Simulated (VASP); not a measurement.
Crystal: C.

```
C
1.0
     1.22803    0.70900    3.34701
    -1.22803    0.70900    3.34701
     0.00000   -1.41800    3.34701
C
2
Cartesian
  0.0000 0.0000 1.6467
  0.0000 0.0000 8.3943
```

Base run:

- Program: VASP 6.6.1
- Functional: PBEsol
- Potentials or basis: VASP PAW PBE potentials, release 64 (C)
- Cutoff: 520 eV
- k mesh: 19 × 19 × 19
- Occupations: fermi-dirac, width 0.03 eV
- Spin: no spin polarisation

Its results: pressure 1.9 GPa; largest force 0.869 eV/Å.

Question: The run is repeated on the same cell with these changes: functional from PBEsol to r2SCAN. What comes out?

Answer: Pressure 0.9 GPa; largest force 0.910 eV/Å.

Caveats: the PAW data sets were made with another functional, which shifts forces and pressure a little; this functional lacks dispersion, which binds layers or chains, so the pressure and a relaxed spacing across them are unreliable (at least some runs).
